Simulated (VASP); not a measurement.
# Be2AlI (P-4m2) in VASP: further runs, part 2 of 3

VASP 6.6.1.

### Step 3. Single point, PBE

This run uses another cell than the first one, of 21.23 Å³/atom, 1.081 times its volume.

The input, INCAR:

```
SYSTEM = Be2AlI
PREC = Accurate
ENCUT = 520
EDIFF = 1E-7
ISMEAR = 0
SIGMA = 0.1
LREAL = .FALSE.
LASPH = .TRUE.
NELM = 100
ALGO = Normal
ISIF = 2
LWAVE = .FALSE.
LCHARG = .FALSE.
GGA = PE
NBANDS = 15
```

The input, KPOINTS:

```
Automatic mesh
0
G
  14 14 8
  0 0 0
```

The input, POSCAR:

```
Be2AlI
1.0
    3.5525952617      0.0000000000      0.0000000000
    0.0000000000      3.5525952617      0.0000000000
    0.0000000000      0.0000000000      6.7276090116
Be Al I
2 1 1
Direct
    0.5000000000      0.0000000000      0.7555206946
    0.0000000000      0.5000000000      0.2444793054
    0.5000000000      0.5000000000      0.0000000000
    0.0000000000      0.0000000000      0.5000000000
```

Potentials or basis: VASP PAW PBE potentials, release 64 (Be, Al, I).

Run with:

```console
$ cat potpaw_PBE.64/Be/POTCAR potpaw_PBE.64/Al/POTCAR potpaw_PBE.64/I/POTCAR > POTCAR
$ mpirun -np 1 vasp_std > vasp.out
```

OUTCAR:

```text
SYSTEM = Be2AlI
   PREC = Accurate
   ENCUT = 520
   EDIFF = 1E-7
   ISMEAR = 0
   LREAL = .FALSE.
   LASPH = .TRUE.
   NELM = 100
   ISIF = 2
   GGA = PE

 ion  position               nearest neighbor table
   1  0.500  0.000  0.756-   3 2.42   3 2.42   4 2.47   4 2.47
   2  0.000  0.500  0.244-   3 2.42   3 2.42   4 2.47   4 2.47
   3  0.500  0.500  0.000-   1 2.42   2 2.42   1 2.42   2 2.42
   4  0.000  0.000  0.500-   1 2.47   2 2.47   2 2.47   1 2.47

  LATTYP: Found a simple tetragonal cell.
 ALAT       =     3.5525952617
 C/A-ratio  =     1.8937167102

  Lattice vectors:

 A1 = (   3.5525952617,   0.0000000000,   0.0000000000)
 A2 = (   0.0000000000,   3.5525952617,   0.0000000000)
 A3 = (   0.0000000000,   0.0000000000,   6.7276090116)

Analysis of symmetry for initial positions (statically):
=====================================================================
 Subroutine PRICEL returns:
 Original cell was already a primitive cell.

 Routine SETGRP: Setting up the symmetry group for a
 simple tetragonal supercell.

 Subroutine GETGRP returns: Found  8 space group operations
 (whereof  8 operations were pure point group operations)
 out of a pool of 16 trial point group operations.

The static configuration has the point symmetry D_2d.

Analysis of symmetry for dynamics (positions and initial velocities):
=====================================================================
 Subroutine PRICEL returns:
 Original cell was already a primitive cell.

 Routine SETGRP: Setting up the symmetry group for a
 simple tetragonal supercell.

 Subroutine GETGRP returns: Found  8 space group operations
 (whereof  8 operations were pure point group operations)
 out of a pool of 16 trial point group operations.

The dynamic configuration has the point symmetry D_2d.

 Subroutine INISYM returns: Found  8 space group operations
 (whereof  8 operations are pure point group operations),
 and found     1 'primitive' translations

----------------------------------------------------------------------------------------

                                     Primitive cell

  volume of cell :      84.9087

  direct lattice vectors                    reciprocal lattice vectors
     3.552595262  0.000000000  0.000000000     0.281484359  0.000000000  0.000000000
     0.000000000  3.552595262  0.000000000     0.000000000  0.281484359  0.000000000
     0.000000000  0.000000000  6.727609012     0.000000000  0.000000000  0.148641218

  length of vectors
     3.552595262  3.552595262  6.727609012     0.281484359  0.281484359  0.148641218

  position of ions in fractional coordinates (direct lattice)
     0.500000000  0.000000000  0.755520695
     0.000000000  0.500000000  0.244479305
     0.500000000  0.500000000  0.000000000
     0.000000000  0.000000000  0.500000000

  ion indices of the primitive-cell ions
   primitive index   ion index
                 1           1
                 2           2
                 3           3
                 4           4

----------------------------------------------------------------------------------------

 KPOINTS: Automatic mesh

[... 51 lines left out ...]
   total plane-waves  NPLWV =  39200
   dimension x,y,z NGX =    28 NGY =   28 NGZ =   50
   dimension x,y,z NGXF=    56 NGYF=   56 NGZF=  100
   ions per type =               2   1   1
   NGX,Y,Z   is equivalent  to a cutoff of  13.10, 13.10, 12.36 a.u.
   NGXF,Y,Z  is equivalent  to a cutoff of  26.21, 26.21, 24.71 a.u.
 SYSTEM =  Be2AlI
   PREC   = accura    normal or accurate (medium, high low for compatibility)
   ISTART =      0    job   : 0-new  1-cont  2-samecut
   ICHARG =      2    charge: 1-file 2-atom 10-const
   ISPIN  =      1    spin polarized calculation?
   LNONCOLLINEAR =      F non collinear calculations
   LSORBIT =      F    spin-orbit coupling
   LASPH  =      T    aspherical Exc in radial PAW
   ENCUT  =  520.0 eV  38.22 Ry    6.18 a.u.   6.61  6.61 12.51*2*pi/ulx,y,z
   NELM   =    100;   NELMIN=  2; NELMDL= -5     # of ELM steps
   EDIFF  = 0.1E-06   stopping-criterion for ELM
   LREAL  =      F    real-space projection
   EDIFFG = 0.1E-05   stopping-criterion for IOM
   NSW    =      0    number of steps for IOM
   IBRION =     -1    ionic relax: 0-MD 1-quasi-New 2-CG
   NFREE  =      0    steps in history (QN), initial steepest desc. (CG)
   ISIF   =      2    stress and relaxation
   ISYM   =      2    0-nonsym 1-usesym 2-fastsym
   POTIM  = 0.5000    time-step for ionic-motion
   TEBEG  =    0.0;   TEEND  =   0.0 temperature during run
   PSTRESS=    0.0 pullay stress
   NELECT =      14.0000    total number of electrons
   NUPDOWN=      -1.0000    fix difference up-down
   EMIN   =  10.00;   EMAX   =-10.00  energy-range for DOS
   EFERMI =   0.00;   METHOD = LEGACY
   ISMEAR =     0;   SIGMA  =   0.10  broadening in eV -4-tet -1-fermi 0-gaus
   EFERMI_NEDOS =   21; number of points for ismear=-14 and -15
   IALGO  =     38    algorithm
   IMIX   =      4    mixing-type and parameters
     AMIX     =   0.40;   BMIX     =  1.00
     AMIX_MAG =   1.60;   BMIX_MAG =  1.00
  volume/ion in A,a.u.               =      21.23       143.25
  Fermi-wavevector in a.u.,A,eV,Ry     =   0.897705  1.696416 10.964575  0.805874
  Thomas-Fermi vector in A             =   2.020322
   LORBIT       =      0    0 simple, 1 ext, 2 COOP (PROOUT), +10 PAW based schemes
   GGA     = PE    functional components
   LHFCALC =     F    Hartree Fock is set to
   AEXX    =    0.0000 exact exchange contribution
   IVDW    =     0    specifies the selected vdW correction
   LEPSILON=     F    determine dielectric tensor
   LRPA    =     F    only Hartree local field effects (RPA)
 non-spin polarized calculation
 Gauss-broadening in eV      SIGMA  =   0.10
  energy-cutoff  :      520.00
  volume of cell :       84.91
 maximum number of plane-waves:      2321
 NGX is ok and might be reduce to    28
   NGX = 13   NGY = 13   NGZ = 25

 number of electron      14.0000002 magnetization

 Free energy of the ion-electron system (eV)
  ---------------------------------------------------
  ext. energy  EPLUGINS =         0.00000000
  ---------------------------------------------------
  free energy    TOTEN  =       -10.51238611 eV

  energy without entropy =      -10.50779656  energy(sigma->0) =      -10.51009133

 E-fermi :   4.9358     XC(G=0):  -8.8622

 val. band max:        4.9165708637   @ k =   0.4286   0.2857   0.1250
 cond. band min:       4.9386616364   @ k =   0.4286   0.2857   0.2500
 fundamental gap:      0.0220907727
 Fermi energy:         4.9358202394

 k-point     1 :       0.0000    0.0000    0.0000
  band No.  band energies     occupation
      1     -10.8378      2.00000
      2      -2.2635      2.00000
      3      -1.7097      2.00000
      4       1.6248      2.00000
      5       1.6248      2.00000
      6       4.1304      2.00000
      7       6.6010      0.00000
      8       7.4924      0.00000
      9       7.7037      0.00000
     10       7.7037      0.00000
     11       8.4323      0.00000
     12       8.4323      0.00000
     13       9.3247      0.00000
     14       9.7729      0.00000
[... 401 lines left out ...]
      2      -1.9057      2.00000
      3      -1.1287      2.00000
      4      -0.0260      2.00000
      5       0.4730      2.00000
      6       3.1868      2.00000
      7       3.5553      2.00000
      8       5.6710      0.00000
      9       6.8681      0.00000
     10       8.2850      0.00000
     11       8.8656      0.00000
     12       9.5250      0.00000
     13       9.8151      0.00000
     14      11.3910      0.00000
     15      12.0096      0.00000

 [... further k-points ...]

------------------------ aborting loop because EDIFF is reached ----------------------------------------

  FORCE on cell =-STRESS in cart. coord.  units (eV):
  Direction    XX          YY          ZZ          XY          YZ          ZX
  --------------------------------------------------------------------------------------
  -------------------------------------------------------------------------------------
  Total        0.0040556      0.0040556      0.0157835      0.0000000      0.0000000      0.0000000
  in kB        0.0765274      0.0765274      0.2978262      0.0000000      0.0000000      0.0000000
  external PRESSURE =       0.1502937 kB  Pullay stress =       0.0000000 kB

 VOLUME and BASIS-vectors are now :
 -----------------------------------------------------------------------------
  energy-cutoff  :      520.00
  volume of cell :       84.91
      direct lattice vectors                 reciprocal lattice vectors
     3.552595262  0.000000000  0.000000000     0.281484359  0.000000000  0.000000000
     0.000000000  3.552595262  0.000000000     0.000000000  0.281484359  0.000000000
     0.000000000  0.000000000  6.727609012     0.000000000  0.000000000  0.148641218

 POSITION                                       TOTAL-FORCE (eV/Angst)
 -----------------------------------------------------------------------------------
      1.77630      0.00000      5.08285        -0.000000      0.000000      0.004229
      0.00000      1.77630      1.64476         0.000000      0.000000     -0.004229
      1.77630      1.77630      0.00000        -0.000000      0.000000      0.000000
      0.00000      0.00000      3.36380        -0.000000     -0.000000      0.000000
 -----------------------------------------------------------------------------------
    total drift:                               -0.000000      0.000000      0.000000

  FREE ENERGIE OF THE ION-ELECTRON SYSTEM (eV)
  ---------------------------------------------------
  free  energy   TOTEN  =       -10.5123861109 eV

  energy  without entropy=      -10.5077965563  energy(sigma->0) =      -10.51009133
```

stdout:

```text
POSCAR found type information on POSCAR BeAlI
 POSCAR found :  3 types and       4 ions
 scaLAPACK will be used
 LDA part: xc-table for (Slater+PW92), standard interpolation
 POSCAR, INCAR and KPOINTS ok, starting setup
 FFT: planning ... GRIDC
 FFT: planning ... GRID_SOFT
 FFT: planning ... GRID
 WAVECAR not read
 entering main loop
```

Wall time 8.9 min (1 thread of AMD EPYC 7R13, shared host); peak memory 0.34 GiB.

What came out:

- Free energy: -10.5124 eV
- Pressure: 0.0 GPa
- Largest force: 0.004 eV/Å
- Band gap on the k mesh: zero (band 7 reaches 7.12 eV, above the bottom of band 8 at 3.34 eV)

Forces on the atoms (eV/Å):
```
Be   0.000  0.000  0.004
Be   0.000  0.000 -0.004
Al   0.000  0.000  0.000
I    0.000  0.000  0.000
```

Caveat: spin-orbit coupling is left out, which moves the levels of the heavy elements.

(Part 2 of 3 ends here.)
